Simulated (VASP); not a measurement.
# Na2Nb2O (I4/mmm) in VASP: notebook

The runs below take Na2Nb2O through single point, relaxation of cell and atoms, with PBE.

All numbers are computed with VASP 6.6.1; they aren't measurements. Logs are shortened: lines on timing, memory, paths and dates and some standing lists are left out, and cuts for length are marked.

### Step 1. The cell of the first run

Symmetry: I4/mmm, No. 139, tetragonal system. Conventional cell: a = 4.116 Å, b = 4.116 Å, c = 9.584 Å, α = 90.00°, β = 90.00°, γ = 90.00°. Na (site symmetry 4mm) has 4 Nb at 2.36 Å and 1 Na at 2.47 Å and 4 O at 3.16 Å within 3.2 Å. Within 3.2 Å of Nb (site symmetry -4m2) lie 4 Na at 2.36 Å and 4 Nb at 2.91 Å and 4 O at 3.16 Å. O (site symmetry 4/mmm) has 8 Nb at 3.16 Å and 10 Na at 3.16 to 3.56 Å and 4 O at 4.12 Å within 4.2 Å.

The cell was built from a structure type or drawn by symmetry, and may not be a known phase.

### Step 2. Single point, PBE, collinear spin, zero start

Input file INCAR:

```
PREC = Accurate ; ENCUT = 520
EDIFF = 1E-6 ; ISMEAR = 0
SIGMA = 0.1 ; LREAL = F
LASPH = T ; NELM = 150
ALGO = Normal ; ISIF = 2
LWAVE = F ; LCHARG = F
ISPIN = 2 ; MAGMOM = 0 0 0 0 0
LORBIT = 11 ; LMAXMIX = 4
GGA = PE ; NBANDS = 35
```

Input file KPOINTS:

```
regular mesh
0
Gamma
  6 6 6
```

Input file POSCAR:

```
Na2Nb2O
1.0
   -2.0582215400      2.0582215400      4.7921243900
    2.0582215400     -2.0582215400      4.7921243900
    2.0582215400      2.0582215400     -4.7921243900
Na Nb O
2 2 1
Direct
    0.3709999900      0.3709999900      0.0000000000
    0.6290000100      0.6290000100      0.0000000000
    0.7500000000      0.2500000000      0.5000000000
    0.2500000000      0.7500000000      0.5000000000
    0.0000000000      0.0000000000      0.0000000000
```

Potentials or basis: VASP PAW PBE potentials, release 64 (Na_pv, Nb_sv, O).

The run is started by

```bash
> cat potpaw_PBE.64/Na_pv/POTCAR potpaw_PBE.64/Nb_sv/POTCAR potpaw_PBE.64/O/POTCAR > POTCAR
> mpirun -np 1 vasp_std > vasp.out
```

OUTCAR:

```text
PREC = Accurate
   ENCUT = 520
   EDIFF = 1E-6
   ISMEAR = 0
   LREAL = F
   LASPH = T
   NELM = 150
   ISIF = 2
   ISPIN = 2
   LORBIT = 11
   GGA = PE

 ion  position               nearest neighbor table
   1  0.371  0.371  0.000-   3 2.36   4 2.36   4 2.36   3 2.36   2 2.47
   2  0.629  0.629  0.000-   4 2.36   3 2.36   3 2.36   4 2.36   1 2.47
   3  0.750  0.250  0.500-   1 2.36   2 2.36   1 2.36   2 2.36   4 2.91   4 2.91   4 2.91   4 2.91

   4  0.250  0.750  0.500-   1 2.36   2 2.36   1 2.36   2 2.36   3 2.91   3 2.91   3 2.91   3 2.91

   5  0.000  0.000  0.000-

  LATTYP: Found a body centered tetragonal cell.
 ALAT       =     4.1164430800
 C/A-ratio  =     2.3282840534

  Lattice vectors:

 A1 = (  -2.0582215400,   2.0582215400,   4.7921243900)
 A2 = (   2.0582215400,  -2.0582215400,   4.7921243900)
 A3 = (   2.0582215400,   2.0582215400,  -4.7921243900)

Analysis of symmetry for initial positions (statically):
=====================================================================
 Subroutine PRICEL returns:
 Original cell was already a primitive cell.

 Routine SETGRP: Setting up the symmetry group for a
 body centered tetragonal supercell.

 Subroutine GETGRP returns: Found 16 space group operations
 (whereof 16 operations were pure point group operations)
 out of a pool of 16 trial point group operations.

The static configuration has the point symmetry D_4h.

Analysis of symmetry for dynamics (positions and initial velocities):
=====================================================================
 Subroutine PRICEL returns:
 Original cell was already a primitive cell.

 Routine SETGRP: Setting up the symmetry group for a
 body centered tetragonal supercell.

 Subroutine GETGRP returns: Found 16 space group operations
 (whereof 16 operations were pure point group operations)
 out of a pool of 16 trial point group operations.

The dynamic configuration has the point symmetry D_4h.

Analysis of structural, dynamic, and magnetic symmetry:
=====================================================================
 Subroutine PRICEL returns:
 Original cell was already a primitive cell.

 Routine SETGRP: Setting up the symmetry group for a
 body centered tetragonal supercell.

 Subroutine GETGRP returns: Found 16 space group operations
 (whereof 16 operations were pure point group operations)
 out of a pool of 16 trial point group operations.

The overall configuration has the point symmetry D_4h.

 Subroutine INISYM returns: Found 16 space group operations
 (whereof 16 operations are pure point group operations),
 and found     1 'primitive' translations

----------------------------------------------------------------------------------------

                                     Primitive cell

  volume of cell :      81.2030

  direct lattice vectors                    reciprocal lattice vectors
    -2.058221540  2.058221540  4.792124390     0.000000000  0.242928174  0.104337859
     2.058221540 -2.058221540  4.792124390     0.242928174  0.000000000  0.104337859
     2.058221540  2.058221540 -4.792124390     0.242928174  0.242928174  0.000000000

  length of vectors
     5.606871497  5.606871497  5.606871497     0.264387001  0.264387001  0.343552318

  position of ions in fractional coordinates (direct lattice)
     0.370999990  0.370999990  0.000000000
     0.629000010  0.629000010  0.000000000
     0.750000000  0.250000000  0.500000000
     0.250000000  0.750000000  0.500000000
     0.000000000  0.000000000  0.000000000

  ion indices of the primitive-cell ions
   primitive index   ion index
                 1           1
                 2           2
                 3           3
                 4           4
                 5           5

----------------------------------------------------------------------------------------

 KPOINTS: regular mesh

Automatic generation of k-mesh.
 Grid dimensions read from file:
 generate k-points for:    6    6    6

[... 21 lines left out ...]
  0.166667  0.000000 -0.000000      8.000000
  0.333333  0.000000 -0.000000      8.000000
  0.500000  0.000000  0.000000      4.000000
  0.166667  0.166667 -0.000000      8.000000
  0.333333  0.166667 -0.000000     16.000000
[... 16 lines left out ...]
 -0.333333 -0.333333  0.166667      8.000000
 -0.166667 -0.333333  0.166667      8.000000
 [... further k-points ...]
   k-points           NKPTS =     30   k-points in BZ     NKDIM =     30   number of bands    NBANDS=     35
   number of dos      NEDOS =    301   number of ions     NIONS =      5
   total plane-waves  NPLWV =  74088
   dimension x,y,z NGX =    42 NGY =   42 NGZ =   42
   dimension x,y,z NGXF=    84 NGYF=   84 NGZF=   84
   ions per type =               2   2   1
   NGX,Y,Z   is equivalent  to a cutoff of  12.45, 12.45, 12.45 a.u.
   NGXF,Y,Z  is equivalent  to a cutoff of  24.91, 24.91, 24.91 a.u.
 SYSTEM =  unknown system
   PREC   = accura    normal or accurate (medium, high low for compatibility)
   ISTART =      0    job   : 0-new  1-cont  2-samecut
   ICHARG =      2    charge: 1-file 2-atom 10-const
   ISPIN  =      2    spin polarized calculation?
   LNONCOLLINEAR =      F non collinear calculations
   LSORBIT =      F    spin-orbit coupling
   LASPH  =      T    aspherical Exc in radial PAW
   ENCUT  =  520.0 eV  38.22 Ry    6.18 a.u.  10.43 10.43 10.43*2*pi/ulx,y,z
   NELM   =    150;   NELMIN=  2; NELMDL= -5     # of ELM steps
   EDIFF  = 0.1E-05   stopping-criterion for ELM
   LREAL  =      F    real-space projection
   EDIFFG = 0.1E-04   stopping-criterion for IOM
   NSW    =      0    number of steps for IOM
   IBRION =     -1    ionic relax: 0-MD 1-quasi-New 2-CG
   NFREE  =      0    steps in history (QN), initial steepest desc. (CG)
   ISIF   =      2    stress and relaxation
   ISYM   =      2    0-nonsym 1-usesym 2-fastsym
   POTIM  = 0.5000    time-step for ionic-motion
   TEBEG  =    0.0;   TEEND  =   0.0 temperature during run
   PSTRESS=    0.0 pullay stress
   NELECT =      46.0000    total number of electrons
   NUPDOWN=      -1.0000    fix difference up-down
   EMIN   =  10.00;   EMAX   =-10.00  energy-range for DOS
   EFERMI =   0.00;   METHOD = LEGACY
   ISMEAR =     0;   SIGMA  =   0.10  broadening in eV -4-tet -1-fermi 0-gaus
   EFERMI_NEDOS =   21; number of points for ismear=-14 and -15
   IALGO  =     38    algorithm
   IMIX   =      4    mixing-type and parameters
     AMIX     =   0.40;   BMIX     =  1.00
     AMIX_MAG =   1.60;   BMIX_MAG =  1.00
  volume/ion in A,a.u.               =      16.24       109.60
  Fermi-wavevector in a.u.,A,eV,Ry     =   1.354576  2.559777 24.965001  1.834876
  Thomas-Fermi vector in A             =   2.481736
   LORBIT       =     11    0 simple, 1 ext, 2 COOP (PROOUT), +10 PAW based schemes
   GGA     = PE    functional components
   LHFCALC =     F    Hartree Fock is set to
   AEXX    =    0.0000 exact exchange contribution
   IVDW    =     0    specifies the selected vdW correction
   LEPSILON=     F    determine dielectric tensor
   LRPA    =     F    only Hartree local field effects (RPA)
 spin polarized calculation
 Gauss-broadening in eV      SIGMA  =   0.10
  energy-cutoff  :      520.00
  volume of cell :       81.20
 maximum number of plane-waves:      2209
 NGX is ok and might be reduce to    42
   NGX = 21   NGY = 21   NGZ = 21

 number of electron      45.9999993 magnetization      -0.0000150

 number of electron      45.9999993 magnetization       0.0000465

 Free energy of the ion-electron system (eV)
  ---------------------------------------------------
  ext. energy  EPLUGINS =         0.00000000
  ---------------------------------------------------
  free energy    TOTEN  =       -15.69045171 eV

  energy without entropy =      -15.67247661  energy(sigma->0) =      -15.68146416

 E-fermi :   6.5156     XC(G=0): -10.5471

 val. band max:        6.4605152211   @ k =   0.1667   0.0000  -0.0000
 cond. band min:       6.5279806314   @ k =  -0.1667   0.1667   0.1667
 fundamental gap:      0.0674654102
 Fermi energy:         6.5155550076

 spin component 1

 k-point     1 :       0.0000    0.0000    0.0000
  band No.  band energies     occupation
      1     -48.4244      1.00000
      2     -48.2492      1.00000
      3     -24.9267      1.00000
      4     -24.9267      1.00000
      5     -24.7256      1.00000
      6     -24.5501      1.00000
[... 901 lines left out ...]
     34      14.4725      0.00000
     35      16.3374      0.00000

 [... further k-points ...]

 spin component 2

 k-point     1 :       0.0000    0.0000    0.0000
  band No.  band energies     occupation
      1     -48.4245      1.00000
      2     -48.2494      1.00000
      3     -24.9266      1.00000
      4     -24.9266      1.00000
      5     -24.7256      1.00000
      6     -24.5500      1.00000
[... 901 lines left out ...]
     34      14.4725      0.00000
     35      16.3412      0.00000

 [... further k-points ...]

------------------------ aborting loop because EDIFF is reached ----------------------------------------

  FORCE on cell =-STRESS in cart. coord.  units (eV):
  Direction    XX          YY          ZZ          XY          YZ          ZX
  --------------------------------------------------------------------------------------
  -------------------------------------------------------------------------------------
  Total       12.2135721     12.2135721     12.1828547      0.0000000      0.0000000      0.0000000
  in kB      240.9799849    240.9799849    240.3739137      0.0000000      0.0000000      0.0000000
  external PRESSURE =     240.7779611 kB  Pullay stress =       0.0000000 kB

 VOLUME and BASIS-vectors are now :
 -----------------------------------------------------------------------------
  energy-cutoff  :      520.00
  volume of cell :       81.20
      direct lattice vectors                 reciprocal lattice vectors
    -2.058221540  2.058221540  4.792124390     0.000000000  0.242928174  0.104337859
     2.058221540 -2.058221540  4.792124390     0.242928174  0.000000000  0.104337859
     2.058221540  2.058221540 -4.792124390     0.242928174  0.242928174  0.000000000

 POSITION                                       TOTAL-FORCE (eV/Angst)
 -----------------------------------------------------------------------------------
      0.00000      0.00000      3.55576        -0.000000     -0.000000      6.153239
      0.00000      0.00000      6.02849        -0.000000     -0.000000     -6.153239
      0.00000      2.05822      2.39606         0.000000      0.000000      0.000000
      2.05822      0.00000      2.39606         0.000000      0.000000     -0.000000
      0.00000      0.00000      0.00000         0.000000      0.000000     -0.000000
 -----------------------------------------------------------------------------------
    total drift:                                0.000000      0.000000     -0.000000

  FREE ENERGIE OF THE ION-ELECTRON SYSTEM (eV)
  ---------------------------------------------------
  free  energy   TOTEN  =       -15.6904517066 eV

  energy  without entropy=      -15.6724766139  energy(sigma->0) =      -15.68146416

 total charge

# of ion       s       p       d       tot
------------------------------------------
    1        0.288   6.073   0.000   6.361
    2        0.288   6.073   0.000   6.361
    3        2.186   5.929   2.819  10.933
    4        2.186   5.929   2.819  10.933
    5        1.622   3.080   0.000   4.702
--------------------------------------------------
tot          6.570  27.083   5.639  39.291

 magnetization (x)

# of ion       s       p       d       tot
------------------------------------------
    1        0.000  -0.000   0.000  -0.000
    2        0.000  -0.000   0.000  -0.000
    3       -0.000  -0.000  -0.000  -0.000
    4       -0.000  -0.000  -0.000  -0.000
    5       -0.000   0.000   0.000   0.000
--------------------------------------------------
tot         -0.000   0.000  -0.000  -0.000
```

Wall time 5.2 min (1 thread of Intel Xeon Platinum 8488C (Sapphire Rapids), shared host); peak memory 0.38 GiB.

Results:

```yaml
Free_energy: -15.6905 eV
Pressure: 24.1 GPa
Largest_force: 6.153 eV/Å
Band_gap_on_the_k_mesh: zero (filled and empty bands overlap)
Net_moment: 0.00 μB per cell
Valence_electrons_inside_the_program's_atomic_spheres: Na 6.36; Nb 10.93; O 4.70
```

Forces in eV/Å, atoms in the order of the input:
```
Na   0.000  0.000  6.153
Na   0.000  0.000 -6.153
Nb   0.000  0.000  0.000
Nb   0.000  0.000  0.000
O    0.000  0.000  0.000
```

Caveat: the cell stands under pressure; forces of over 1 eV/Å act on the atoms, so gaps and moduli don't describe the material at rest.

### Step 3. Relaxation of cell and atoms, PBE

Input file INCAR:

```
SYSTEM = Na2Nb2O
ALGO     = Normal         ! electronic algorithm
EDIFF    = 1E-7           ! SCF threshold, eV
EDIFFG   = -0.04          ! ionic threshold
ENCUT    = 600            ! plane-wave cutoff, eV
GGA      = PE             ! functional
IBRION   = 2              ! ionic algorithm
ISIF     = 3              ! what is computed and relaxed
ISMEAR   = 0              ! smearing method
LASPH    = .TRUE.         ! aspherical terms in the spheres
LCHARG   = .FALSE.        ! write CHGCAR
LREAL    = .FALSE.        ! projectors in reciprocal space
LWAVE    = .FALSE.        ! write WAVECAR
NELM     = 60             ! most SCF steps
NSW      = 90             ! ionic steps
PREC     = Accurate       ! precision mode
SIGMA    = 0.1            ! smearing width, eV
```

Input file KPOINTS:

```
k-points
0
G
  6 6 6
  0 0 0
```

POSCAR is that of step 2.

Potentials or basis: VASP PAW PBE potentials, release 64 (Na_pv, Nb_sv, O).

The run is started by

```bash
> cat potpaw_PBE.64/Na_pv/POTCAR potpaw_PBE.64/Nb_sv/POTCAR potpaw_PBE.64/O/POTCAR > POTCAR
> mpirun -np 1 vasp_std > vasp.out
```

It took 47 min on 1 thread of Intel Xeon Platinum 8488C (Sapphire Rapids), shared host; peak memory 0.4 GiB.

The run converged. Its results:

- Free energy: -25.0122 eV
- Relaxed volume: 19.35 Å³/atom
- Relaxed cell: a = 8.039 Å, b = 8.039 Å, c = 8.039 Å, α = 154.42°, β = 154.42°, γ = 36.50°
- Space group after relaxing (to 0.1 Å): I4/mmm (No. 139)
- Energy gained by relaxing: 1864.1 meV/atom
- Ionic steps: 18
- Pressure after relaxing: -0.1 GPa
- Largest force after relaxing: 0.036 eV/Å
- Band gap on the k mesh: zero (bands 23 and 24 overlap by 1.24 eV)

Forces on the atoms (eV/Å):
```
Na   0.000  0.000 -0.036
Na   0.000  0.000  0.036
Nb   0.000  0.000  0.000
Nb   0.000  0.000  0.000
O    0.000  0.000  0.000
```

Stress tensor (GPa, compression positive):
```
-0.02  0.00  0.00
 0.00 -0.02  0.00
 0.00  0.00 -0.19
```

The path:
```
step  energy change (eV)  largest force (eV/Å)  pressure (GPa)  volume (Å³)
   1              0.0000                6.1529           24.07        81.20
   2             -3.1632                0.6043           -5.11       113.39
   3             -3.2151                1.2502           -3.34       108.75
   4             -4.6962                0.7388           -4.94       108.21
   5             -7.9490                5.0923           -2.81       100.85
   6             -8.6131                3.7362           -2.15        99.84
   7             -8.9197                2.3761            0.16        97.62
   8             -8.9323                2.5694           -0.32        98.08
   9             -9.0419                2.1217           -0.73        98.12
  10             -9.2049                1.0572           -1.57        98.17
  11             -9.2114                0.8431           -1.69        98.17
  12             -9.2758                0.5652           -0.76        97.15
  13             -9.3147                0.2029            0.71        95.64
  14             -9.3150                0.1707            0.86        95.50
  15             -9.3187                0.1170            0.42        96.09
  16             -9.3202                0.0576           -0.10        96.79
  17             -9.3202                0.0555           -0.11        96.81
  18             -9.3205                0.0364           -0.07        96.76
```

Final structure:
```yaml
crystal:
  lattice:
    - [-1.77997, 1.77997, 7.63463]
    - [1.77997, -1.77997, 7.63463]
    - [1.77997, 1.77997, -7.63463]
  atoms:
    - { symbol: Na, position: [0.42851, 0.42851, 0.00000] }
    - { symbol: Na, position: [0.57149, 0.57149, 0.00000] }
    - { symbol: Nb, position: [0.75000, 0.25000, 0.50000] }
    - { symbol: Nb, position: [0.25000, 0.75000, 0.50000] }
    - { symbol: O, position: [0.00000, 0.00000, 0.00000] }
```

Levels at points of the mesh, in eV from the Fermi level:
```tsv
k point	band 19	band 20	band 21	band 22	band 23	band 24	band 25	band 26	band 27
(0.00, 0.00, 0.00)	-1.93	-1.75	-0.91	-0.91	-0.28	-0.28	1.15	2.93	4.12
(0.50, 0.00, 0.00)	-1.17	-1.00	-0.36	-0.23	0.28	0.67	0.98	0.98	1.12
(0.50, 0.50, 0.00)	-2.00	-1.33	-1.28	-0.54	0.90	1.04	2.44	2.44	2.62
(0.50, 0.50, 0.50)	-2.32	-0.90	-0.90	-0.38	-0.30	-0.30	-0.16	2.92	4.12
```

Caveat: the volume moved by over 15 % at a fixed basis, so the end points are rough.
